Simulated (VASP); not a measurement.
GeAu2, 3 atoms in the cell. It takes space group Fm-3m (No. 225, cubic). Conventional cell: a = 5.979 Å, b = 5.979 Å, c = 5.979 Å, α = 90.00°, β = 90.00°, γ = 90.00°. Ge (site symmetry m-3m) has 8 Au at 2.59 Å within 3.4 Å. Au (site symmetry -43m) has 4 Ge at 2.59 Å and 6 Au at 2.99 Å within 3.4 Å. 

```yaml
Program: VASP 6.6.1
Task: relaxation of cell and atoms
Functional: PBE
Potentials_or_basis: VASP PAW PBE potentials, release 64 (Ge_d, Au)
Cutoff: 600 eV
k_mesh: 6 × 6 × 6
Occupations: gaussian, width 0.1 eV
Spin: no spin polarisation
Dipole_correction: no
Further_INCAR_settings: ALGO = Normal; EDIFF = 1e-06; IBRION = 2; EDIFFG = -0.04; NSW = 90; ISIF = 3
```

Potentials or basis: VASP PAW PBE potentials, release 64 (Ge_d, Au).

Run with:

```console
$ cat potpaw_PBE.64/Ge_d/POTCAR potpaw_PBE.64/Au/POTCAR > POTCAR
$ mpirun -np 1 vasp_std > vasp.out
```

Hardware: 1 thread of Intel(R) Xeon(R) 6975P-C (Granite Rapids) (shared host).

**Question.** Estimate the wall time of this run.

**Answer.** It took 30 s on 1 thread of Intel(R) Xeon(R) 6975P-C (Granite Rapids), on a shared host, peak memory 0.21 GiB. Counts: scf iterations 32, k points 16, ion steps 3.
